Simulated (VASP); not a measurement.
Set up this calculation in VASP 6.6.1, as the native input.

| Quantity | Value |
| --- | --- |
| Task | single point |
| Functional | r2SCAN |
| Potentials or basis | VASP PAW PBE potentials, release 64 (Be, S) |
| Cutoff | 520 eV |
| k mesh | 10 × 10 × 10 |
| Occupations | gaussian, width 0.01 eV |
| Spin | no spin polarisation |
| Dipole correction | no |
| Further INCAR settings | ALGO = Normal; EDIFF = 1e-07; NBANDS = 11 |

Crystal: BeS.

```
Be S
1.0
     0.00000    2.43431    2.43431
     2.43431    0.00000    2.43431
     2.43431    2.43431    0.00000
Be S
1 1
Cartesian
  0.0000 0.0000 0.0000
  1.2172 1.2172 1.2172
```

One way to write it, as run:

POSCAR

```
BeS
1.0
    0.0000000000      2.4343066356      2.4343066356
    2.4343066356      0.0000000000      2.4343066356
    2.4343066356      2.4343066356      0.0000000000
Be S
1 1
Direct
    0.0000000000      0.0000000000      0.0000000000
    0.2500000000      0.2500000000      0.2500000000
```

INCAR.step1

```
ALGO = Normal ; EDIFF = 1E-4
ENCUT = 520 ; GGA = PE
ISMEAR = 0 ; LASPH = True
LCHARG = False ; LREAL = False
LWAVE = True ; NBANDS = 11
NELM = 100 ; PREC = Accurate
SIGMA = 0.01
```

INCAR.step2

```
ALGO = Normal ; EDIFF = 1E-7
ENCUT = 520 ; ISIF = 2
ISMEAR = 0 ; ISTART = 1
LASPH = True ; LCHARG = False
LMIXTAU = True ; LREAL = False
LWAVE = False ; METAGGA = R2SCAN
NBANDS = 11 ; NELM = 100
PREC = Accurate ; SIGMA = 0.01
```

KPOINTS

```
k-points
0
Gamma
  10 10 10
```

Potentials or basis: VASP PAW PBE potentials, release 64 (Be, S).

Run with:

```console
$ cat potpaw_PBE.64/Be/POTCAR potpaw_PBE.64/S/POTCAR > POTCAR
$ cp INCAR.step1 INCAR
$ mpirun -np 1 vasp_std > vasp.out
$ cp INCAR.step2 INCAR
$ mpirun -np 1 vasp_std > vasp.out
```

It gave:

```
Pressure               : 0.3 GPa
Band gap on the k mesh : 3.60 eV (least direct gap 6.26 eV)
```

Caveat: the PAW data sets were made with another functional, which shifts forces and pressure a little.

Wall time 100 s on 1 thread of Intel Xeon 8259CL, with other jobs on the host, peak memory 0.16 GiB.
